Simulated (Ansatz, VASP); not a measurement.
## Na in VASP and in Ansatz

The input POSCAR:

```
Na
1.0
    3.7670009976      0.0000000000      0.0000000000
   -1.8835004988      3.2623185600      0.0000000000
    0.0000000000      0.0000000000      6.1540000000
Na
2
Direct
    0.4023026862      0.8046053724      0.2500000000
    0.6666666667      0.3333333333      0.7500000000
```

INCAR.step1

```
ALGO     = Normal         # electronic algorithm
EDIFF    = 1E-4           # SCF threshold, eV
ENCUT    = 520            # plane-wave cutoff, eV
GGA      = PE             # functional
ISMEAR   = 0              # smearing method
LASPH    = True           # aspherical terms in the spheres
LCHARG   = False          # write CHGCAR
LREAL    = False          # projectors in reciprocal space
LWAVE    = True           # write WAVECAR
NBANDS   = 14             # bands
NELM     = 80             # most SCF steps
PREC     = Accurate       # precision mode
SIGMA    = 0.15           # smearing width, eV
```

INCAR.step2

```
ALGO     = Normal         # electronic algorithm
EDIFF    = 1E-6           # SCF threshold, eV
ENCUT    = 520            # plane-wave cutoff, eV
ISIF     = 2              # what is computed and relaxed
ISMEAR   = 0              # smearing method
ISTART   = 1            
LASPH    = True           # aspherical terms in the spheres
LCHARG   = True           # write CHGCAR
LELF     = True           # ELF
LMIXTAU  = True         
LREAL    = False          # projectors in reciprocal space
LVHAR    = True         
LWAVE    = False          # write WAVECAR
METAGGA  = R2SCAN         # meta-GGA
NBANDS   = 14             # bands
NELM     = 80             # most SCF steps
PREC     = Accurate       # precision mode
SIGMA    = 0.15           # smearing width, eV
```

File KPOINTS:

```
k-points
0
Gamma
  12 12 8
```

Input for Ansatz:

```yaml
crystal:
  lattice:
    - [3.7670009976, 0.0, 0.0]
    - [-1.8835004988, 3.26231856, 0.0]
    - [0.0, 0.0, 6.154]
  atoms:
    - { symbol: Na, position: [0.4023026862, 0.8046053724, 0.25] }
    - { symbol: Na, position: [0.6666666667, 0.3333333333, 0.75] }
basis:
  ecutwfc: 500
kpoints:
  mp_grid: { grid: [12, 12, 8] }
hamiltonian:
  xc: r2scan
scf:
  occupations: { method: gaussian, width: 0.15 }
output:
  forces: true
  stress: true
  eigenvalues: true
```

Alike in both runs: task single point; functional r2SCAN; k mesh 12 × 12 × 8; occupations gaussian, width 0.15 eV; no spin polarisation.

```csv
,VASP,Ansatz
version,VASP 6.6.1,Ansatz 0.2.0
potentials or method,"VASP PAW PBE potentials, release 64 (Na_pv), cutoff 520 eV","scalar-relativistic, plane waves, PAW"
valence electrons in the cell,14,18
```

|  | VASP | Ansatz | Ansatz less VASP |
| --- | --- | --- | --- |
| gap on the k mesh at the Fermi level (eV) | none | none | - |
| pressure (GPa) | 0.0 | 0.0 | -0.03 |
| traceless stress, the component that is largest in VASP (GPa) | -0.33 | -0.35 | -0.019 |
| rms of the force components (eV/Å) | 0.045 | 0.043 | -0.0022 |

VASP's potentials were made for PBE, not for r2SCAN. Atom by atom the forces differ by 0.002 eV/Å (rms over components). A gap of «none» marks a metal or a gap that the smearing closes. VASP's potentials hold 14 valence electrons a cell and Ansatz's 18, so a difference there can come from the potentials and not from the codes.
